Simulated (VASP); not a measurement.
The system is BeTe.

```
Be Te
1.0
     0.00000    2.83146    2.83146
     2.83146    0.00000    2.83146
     2.83146    2.83146    0.00000
Be Te
1 1
Cartesian
  0.0000 0.0000 0.0000
  1.4157 1.4157 1.4157
```

```yaml
Program: VASP 6.6.1
Task: relaxation of cell and atoms
Functional: PBEsol
Potentials_or_basis: VASP PAW PBE potentials, release 64 (Be, Te)
Cutoff: 600 eV
k_mesh: 8 × 8 × 8
Occupations: gaussian, width 0.02 eV
Spin: no spin polarisation
```

At the start: pressure -1.5 GPa; volume 22.70 Å³/atom.

Task: How do energy, volume and symmetry change on relaxing?

Result: Over 3 steps the energy falls by 3.0 meV/atom and the volume is 22.10 Å³/atom (-2.7 %); space group F-43m (No. 216, to 0.1 Å) before and after.

Step by step:
| step | energy change (eV) | largest force (eV/Å) | pressure (GPa) | volume (Å³) |
| --- | --- | --- | --- | --- |
| 1 | 0.0000 | 0.0000 | -1.54 | 45.40 |
| 2 | -0.0057 | 0.0000 | 0.29 | 43.99 |
| 3 | -0.0059 | 0.0000 | 0.01 | 44.19 |

Final structure:
```
Be Te
1.0
     0.00000    2.80612    2.80612
     2.80612    0.00000    2.80612
     2.80612    2.80612    0.00000
Be Te
1 1
Direct
  0.00000 0.00000 0.00000
  0.25000 0.25000 0.25000
```

Caveat: the PAW data sets were made with another functional, which shifts forces and pressure a little.
